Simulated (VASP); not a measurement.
GaS2, 3 atoms in the cell. It takes space group P-3m1 (No. 164, trigonal). The conventional cell has a = 3.280 Å, b = 3.280 Å, c = 5.997 Å, α = 90.00°, β = 90.00°, γ = 120.00°. Ga (site symmetry -3m) has 6 S at 2.42 Å and 6 Ga at 3.28 Å within 3.3 Å. S (site symmetry 3m) has 3 Ga at 2.42 Å and 6 S at 3.28 Å within 3.3 Å. The cell was built from a structure type or drawn by symmetry, and may not be a known phase.

* Program: VASP 6.6.1
* Task: relaxation of cell and atoms
* Functional: PBE
* Potentials or basis: VASP PAW PBE potentials, release 64 (Ga_d, S)
* Cutoff: 600 eV
* k mesh: 6 × 6 × 4
* Occupations: gaussian, width 0.1 eV
* Spin: no spin polarisation
* Dipole correction: no
* Further INCAR settings: ALGO = Normal; EDIFF = 1e-06; IBRION = 2; EDIFFG = -0.04; NSW = 90; ISIF = 3

Potentials or basis: VASP PAW PBE potentials, release 64 (Ga_d, S).

Command:

```bash
$ cat potpaw_PBE.64/Ga_d/POTCAR potpaw_PBE.64/S/POTCAR > POTCAR
$ mpirun -np 1 vasp_std > vasp.out
```

Hardware: 1 thread of Intel(R) Xeon(R) 6975P-C (Granite Rapids), with other jobs on the host.

**Question.** Estimate the wall time of this run.

**Answer.** Run time: 2.1 min on 1 thread of Intel(R) Xeon(R) 6975P-C (Granite Rapids), on a shared host, peak memory 0.21 GiB. Counts: scf iterations 129, k points 24, ion steps 17.
